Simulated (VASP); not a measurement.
Wanted: the native input for a VASP 6.6.1 run.

```
Task                   : relaxation of cell and atoms
Functional             : PBE
Potentials or basis    : VASP PAW PBE potentials, release 64 (Ga_d, B, As)
Cutoff                 : 600 eV
k mesh                 : 6 × 6 × 6
Occupations            : gaussian, width 0.1 eV
Spin                   : no spin polarisation
Dipole correction      : no
Further INCAR settings : ALGO = Normal; EDIFF = 1e-06; IBRION = 2; EDIFFG = -0.04; NSW = 90; ISIF = 3
```

The structure of Ga2BAs3 lies in POSCAR:

```
Ga2BAs3
1.0
   -1.9001415200      1.9001415200      8.0616177200
    1.9001415200     -1.9001415200      8.0616177200
    1.9001415200      1.9001415200     -8.0616177200
Ga B As
2 1 3
Direct
    0.6666666700      0.6666666700      0.0000000000
    0.3333333300      0.3333333300      0.0000000000
    0.0000000000      0.0000000000      0.0000000000
    0.4166666700      0.9166666700      0.5000000000
    0.0833333300      0.5833333300      0.5000000000
    0.7500000000      0.2500000000      0.5000000000
```

One way to write it, as run:

INCAR

```
SYSTEM = Ga2BAs3
PREC = Accurate ; ENCUT = 600
EDIFF = 1E-6 ; ISMEAR = 0
SIGMA = 0.1 ; LREAL = .FALSE.
LASPH = .TRUE. ; NELM = 60
ALGO = Normal ; ISIF = 3
LWAVE = .FALSE. ; LCHARG = .FALSE.
GGA = PE ; IBRION = 2
NSW = 90 ; EDIFFG = -0.04
```

KPOINTS

```
Automatic mesh
0
G
  6 6 6
  0 0 0
```

Potentials or basis: VASP PAW PBE potentials, release 64 (Ga_d, B, As).

Run with:

```sh
$ cat potpaw_PBE.64/Ga_d/POTCAR potpaw_PBE.64/B/POTCAR potpaw_PBE.64/As/POTCAR > POTCAR
$ mpirun -np 1 vasp_std > vasp.out
```

It gave:

The relaxed volume is 20.19 Å³/atom. The relaxed cell is a = 8.739 Å, b = 8.739 Å, c = 8.739 Å, α = 154.76°, β = 154.76°, γ = 35.99°. The space group after relaxing (to 0.1 Å) is I-4m2 (No. 119) and the energy gained by relaxing is 151.5 meV/atom. The ionic steps are 8. The pressure after relaxing is 0.0 GPa and the largest force after relaxing is 0.014 eV/Å. The band gap on the k mesh is 0.45 eV.

Caveat: semilocal functionals underestimate gaps, and a narrow one can read as zero.

Wall time 35 min on 1 thread of Intel(R) Xeon(R) Platinum 8488C (Sapphire Rapids) (shared host), peak memory 0.8 GiB.
